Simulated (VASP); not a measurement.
A run of VASP 6.6.1 is set up as follows.

INCAR

```
ALGO     = Normal         # electronic algorithm
EDIFF    = 1E-6           # SCF threshold, eV
ENCUT    = 1340           # plane-wave cutoff, eV
GGA      = PE             # functional
GGA_COMPAT= F            
ISIF     = 2              # what is computed and relaxed
ISMEAR   = 0              # smearing method
IVDW     = 12             # dispersion correction
LASPH    = T              # aspherical terms in the spheres
LCHARG   = F              # write CHGCAR
LREAL    = F              # projectors in reciprocal space
LWAVE    = F              # write WAVECAR
NBANDS   = 28             # bands
NELM     = 120            # most SCF steps
PREC     = Accurate       # precision mode
SIGMA    = 0.02           # smearing width, eV
```

KPOINTS

```
k-points
0
Gamma
  6 6 6
```

POSCAR

```
BaZrO3
1.0
    4.2029782749      0.0000000000      0.0000000000
    0.0000000000      4.2029782749      0.0000000000
    0.0000000000      0.0000000000      4.2029782749
Ba Zr O
1 1 3
Direct
    0.0000000000      0.0000000000      0.0000000000
    0.5000000000      0.5000000000      0.5000000000
    0.0000000000      0.5000000000      0.5000000000
    0.5000000000      0.0000000000      0.5000000000
    0.5000000000      0.5000000000      0.0000000000
```

Potentials or basis: VASP PAW PBE potentials, release 64 (Ba_sv, Zr_sv, O_h).

Run with:

```console
$ cat potpaw_PBE.64/Ba_sv/POTCAR potpaw_PBE.64/Zr_sv/POTCAR potpaw_PBE.64/O_h/POTCAR > POTCAR
$ mpirun -np 1 vasp_std > vasp.out
```

(1) Estimate the band gap on the k mesh.

(2) Estimate the pressure.

Answers

(1) 3.18 eV (least direct gap 3.41 eV).

(2) 1.0 GPa.

Caveat: spin-orbit coupling is left out, which moves the levels of the heavy elements.
